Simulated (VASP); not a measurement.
A run of VASP 6.6.1 is set up as follows.

INCAR

```
SYSTEM = NaB
ALGO = Normal
EDIFF = 1E-6
ENCUT = 970
GGA = PE
GGA_COMPAT = .FALSE.
ISIF = 2
ISMEAR = 0
ISYM = 0
LASPH = .TRUE.
LCHARG = .FALSE.
LREAL = .FALSE.
LWAVE = .FALSE.
NBANDS = 13
NELM = 120
PREC = Accurate
SIGMA = 0.1
```

KPOINTS

```
Automatic mesh
0
Gamma
  4 4 4
  0.5 0.5 0
```

The input POSCAR:

```
NaB
1.0
    0.0000000000      2.6838690000      2.6838690000
    2.6838690000      0.0000000000      2.6838690000
    2.6838690000      2.6838690000      0.0000000000
Na B
1 1
Direct
    0.3920000000      0.4530000000      0.5330000000
    0.8920000000      0.9530000000      1.0330000000
```

Potentials or basis: VASP PAW PBE potentials, release 64 (Na_sv, B).

Run with:

```bash
$ cat potpaw_PBE.64/Na_sv/POTCAR potpaw_PBE.64/B/POTCAR > POTCAR
$ mpirun -np 1 vasp_std > vasp.out
```

Q: What does it give for the pressure?

A: -0.6 GPa.

Q: Predict the band gap on the k mesh.

A: Zero (bands 6 and 7 overlap by 2.09 eV).

Caveat: the k points lie up to 0.51 Å⁻¹ apart, too coarse for converged energies and pressures of a metal.
